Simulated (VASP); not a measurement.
Crystal: Sn.

```xyz
2
Lattice="-0.1914 3.2743 3.2743 3.2743 -0.1914 3.2743 3.2743 3.2743 -0.1914" Properties=species:S:1:pos:R:3 pbc="T T T"
Sn   -0.0322   -0.0322   -0.0322
Sn    1.6215    1.6215    1.6215
```

This cell differs from its parent crystal: epitaxial 111 strain +5.5%.

Base run:

| Property | Result |
| --- | --- |
| Program | VASP 6.6.1 |
| Functional | PBE |
| Potentials or basis | VASP PAW PBE potentials, release 64 (Sn_d) |
| Cutoff | 520 eV |
| k mesh | 6 × 6 × 6 |
| Occupations | fermi-dirac, width 0.02 eV |
| Spin | no spin polarisation |

Its results: band gap on the k mesh zero (band 14 reaches 4.49 eV, above the bottom of band 15 at 3.70 eV); pressure -1.2 GPa.

The run is repeated on the same cell with these changes: functional from PBE to r2SCAN; further incar settings from ALGO = Normal; EDIFF = 1e-06; NBANDS = 21 to ALGO = Normal; EDIFF = 1e-07; NBANDS = 21. What comes out?

Band gap on the k mesh zero (band 14 reaches 4.34 eV, above the bottom of band 15 at 3.68 eV); pressure -2.7 GPa.

Caveats: spin-orbit coupling is left out, which moves the levels of the heavy elements; the PAW data sets were made with another functional, which shifts forces and pressure a little (some runs).
